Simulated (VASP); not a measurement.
A run of VASP 6.6.1:

The input INCAR:

```
SYSTEM = Sn
PREC     = Accurate       ! precision mode
ENCUT    = 600            ! plane-wave cutoff, eV
EDIFF    = 1E-7           ! SCF threshold, eV
ISMEAR   = -1             ! smearing method
SIGMA    = 0.1            ! smearing width, eV
LREAL    = .FALSE.        ! projectors in reciprocal space
LASPH    = .TRUE.         ! aspherical terms in the spheres
NELM     = 60             ! most SCF steps
ALGO     = Normal         ! electronic algorithm
ISIF     = 3              ! what is computed and relaxed
LWAVE    = .FALSE.        ! write WAVECAR
LCHARG   = .FALSE.        ! write CHGCAR
GGA      = PS             ! functional
IBRION   = 2              ! ionic algorithm
NSW      = 80             ! ionic steps
EDIFFG   = -0.01          ! ionic threshold
```

File KPOINTS:

```
Automatic mesh
0
G
  12 12 12
  0 0 0
```

The input POSCAR:

```
Sn
1.0
   -2.9196400000      2.9196400000      1.5938000000
    2.9196400000     -2.9196400000      1.5938000000
    2.9196400000      2.9196400000     -1.5938000000
Sn
2
Direct
    0.0000000000      0.0000000000      0.0000000000
    0.7500000000      0.2500000000      0.5000000000
```

Potentials or basis: VASP PAW PBE potentials, release 64 (Sn_d).

Run with:

```bash
$ cat potpaw_PBE.64/Sn_d/POTCAR > POTCAR
$ mpirun -np 1 vasp_std > vasp.out
```

Hardware: 1 thread of Oxide Virtual Turin-like Processor, on a shared host.

**Question.** Estimate the wall time of this run.

**Answer.** Wall time 9.4 min on 1 thread of Oxide Virtual Turin-like Processor, on a shared host, peak memory 0.3 GiB. Counts: scf iterations 34, k points 163, ion steps 4.
